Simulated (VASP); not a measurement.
**CoO: single point with PBEsol+U**

Crystal: CoO.

```
Co O
1.0
    -1.50800    1.50800    2.10725
     3.01600   -3.01600    4.21450
     1.50800    1.50800   -2.10725
Co O
2 2
Direct
  0.00000 0.00000 0.00000
  0.00000 0.50000 0.00000
  0.50000 0.25000 0.00000
  0.50000 0.75000 0.00000
```

| Property | Result |
| --- | --- |
| Program | VASP 6.6.1 |
| Task | single point |
| Functional | PBEsol |
| Potentials or basis | VASP PAW PBE potentials, release 64 (Co, O) |
| Cutoff | 600 eV |
| k mesh | 9 × 9 × 9 |
| Occupations | gaussian, width 0.05 eV |
| Spin | collinear spin, antiferromagnetic start |
| Starting moments | [2.78, -2.78, 0.0, 0.0] μB |
| Hubbard terms | Co d U = 4.0 eV |

```json
{
 "Pressure": "-5.4 GPa",
 "Band gap on the k mesh": "2.39 eV",
 "Net moment": "0.00 μB per cell",
 "Site moments": "Co +2.67, -2.67; O +0.00 μB",
 "Valence electrons inside the program's atomic spheres": "Co 7.84; O 4.98"
}
```

Stress tensor (GPa, compression positive):
```
-6.47  0.00 -0.53
 0.00 -5.52  0.00
-0.53  0.00 -4.27
```

Levels at points of the mesh, in eV from the valence-band top:
Spin up:
```
           k point  band 12  band 13  band 14  band 15  band 16  band 17  band 18  band 19
(0.00, 0.00, 0.00)    -1.54    -1.47    -1.17    -1.10     2.39     2.71     3.93     3.96
```
Spin down:
```tsv
k point	band 13	band 14	band 15	band 16	band 17	band 18
(0.00, 0.00, 0.00)	-1.47	-1.17	-1.10	2.39	2.71	3.93
```

Eigenvalues of the final occupation matrices:
```tsv
site	spin	trace	eigenvalues
site 1 d	1	4.93	0.97 0.97 0.97 1.01 1.01
site 1 d	2	2.26	0.04 0.14 0.15 0.96 0.96
site 2 d	1	2.26	0.04 0.14 0.15 0.96 0.96
site 2 d	2	4.93	0.97 0.97 0.97 1.01 1.01
```

It took 36 min on 1 thread of Intel Xeon 8259CL, on a shared host, peak memory 0.48 GiB.

Caveat: the cell stands under tension; the PAW data sets were made with another functional, which shifts forces and pressure a little; an odd mesh through Γ misses points on the zone boundary, where band edges can lie.
